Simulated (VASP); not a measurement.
Wanted: the native input for a VASP 6.6.1 run.

* Task: relaxation of cell and atoms
* Functional: r2SCAN
* Potentials or basis: VASP PAW PBE potentials, release 64 (Cr_pv)
* Cutoff: 600 eV
* k mesh: 20 × 20 × 20
* Occupations: gaussian, width 0.1 eV
* Spin: no spin polarisation
* Dipole correction: no
* Further INCAR settings: ALGO = Normal; EDIFF = 1e-06; IBRION = 2; EDIFFG = -0.01; NSW = 80; ISIF = 3

The system is Cr.

```xyz
1
Lattice="-1.4163 1.4163 1.4163 1.4163 -1.4163 1.4163 1.4163 1.4163 -1.4163" Properties=species:S:1:pos:R:3 pbc="T T T"
Cr    0.0000    0.0000    0.0000
```

The input as run:

POSCAR

```
Cr
1.0
   -1.4162783789      1.4162783789      1.4162783789
    1.4162783789     -1.4162783789      1.4162783789
    1.4162783789      1.4162783789     -1.4162783789
Cr
1
Direct
    0.0000000000      0.0000000000      0.0000000000
```

INCAR.step1

```
PREC = Accurate ; ENCUT = 600
ISMEAR = 0 ; SIGMA = 0.1
LREAL = F ; LASPH = T
NELM = 100 ; GGA = PE
ALGO = Normal ; EDIFF = 1E-4
LWAVE = T ; LCHARG = F
```

INCAR.step2

```
PREC = Accurate ; ENCUT = 600
EDIFF = 1E-6 ; ISMEAR = 0
SIGMA = 0.1 ; LREAL = F
LASPH = T ; NELM = 100
ALGO = Normal ; ISIF = 3
LWAVE = F ; LCHARG = F
METAGGA = R2SCAN ; LMIXTAU = T
IBRION = 2 ; NSW = 80
EDIFFG = -0.01 ; ISTART = 1
```

KPOINTS

```
regular mesh
0
Gamma
  20 20 20
```

Potentials or basis: VASP PAW PBE potentials, release 64 (Cr_pv).

Launch:

```sh
$ cat potpaw_PBE.64/Cr_pv/POTCAR > POTCAR
$ cp INCAR.step1 INCAR
$ mpirun -np 1 vasp_std > vasp.out
$ cp INCAR.step2 INCAR
$ mpirun -np 1 vasp_std > vasp.out
```

Results of the run:

The relaxed volume is 11.34 Å³/atom, the relaxed cell is a = 2.452 Å, b = 2.452 Å, c = 2.452 Å, α = 109.47°, β = 109.47°, γ = 109.47° and the space group after relaxing (to 0.05 Å) is Im-3m (No. 229). The energy gained by relaxing is 0.0 meV/atom and the ionic steps are 3. The pressure after relaxing is 0.0 GPa. The band gap on the k mesh is zero (band 6 reaches 13.73 eV, above the bottom of band 7 at 10.19 eV).

Caveat: the PAW data sets were made with another functional, which shifts forces and pressure a little; the run has no spin polarisation, though such a crystal can be magnetic.

It took 3.9 min on 1 thread of Intel Xeon 6975P-C (shared host), peak memory 0.16 GiB.
